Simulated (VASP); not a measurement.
Set up this calculation in VASP 6.6.1, as the native input.

| Quantity | Value |
| --- | --- |
| Task | single point |
| Functional | LDA |
| Potentials or basis | VASP PAW LDA potentials, release 64 (I) |
| Cutoff | 520 eV |
| k mesh | 16 × 16 × 16 |
| Occupations | fermi-dirac, width 0.05 eV |
| Spin | no spin polarisation |
| Dipole correction | no |
| Further INCAR settings | ALGO = Normal; EDIFF = 1e-06; NBANDS = 10 |

The structure of I lies in POSCAR:

```
I
1.0
    0.0000000000      1.9691373765      1.9691373765
    1.9691373765      0.0000000000      1.9691373765
    1.9691373765      1.9691373765      0.0000000000
I
1
Direct
    0.0000000000      0.0000000000      0.0000000000
```

These files were run (other wordings do the same):

INCAR

```
SYSTEM = I
  PREC = Accurate
  ENCUT = 520
  EDIFF = 1E-6
  ISMEAR = -1
  SIGMA = 0.05
  LREAL = .FALSE.
  LASPH = .TRUE.
  NELM = 80
  ALGO = Normal
  ISIF = 2
  LWAVE = .FALSE.
  LCHARG = .FALSE.
  NBANDS = 10
```

KPOINTS

```
regular mesh
0
G
  16 16 16
  0 0 0
```

Potentials or basis: VASP PAW LDA potentials, release 64 (I).

Run with:

```console
$ cat potpaw_LDA.64/I/POTCAR > POTCAR
$ mpirun -np 1 vasp_std > vasp.out
```

It gave:

The pressure is 150.0 GPa and the band gap on the k mesh is zero (an odd number of electrons rules out a gap without spin polarisation).

Caveat: the cell stands under pressure; spin-orbit coupling is left out, which moves the levels of the heavy elements; an odd number of electrons without spin polarisation forces a metal; a magnetic or distorted state may lie lower.

Run time: 6.5 s on 1 thread of Intel(R) Xeon(R) 6975P-C (Granite Rapids), with other jobs on the host, peak memory 0.14 GiB.
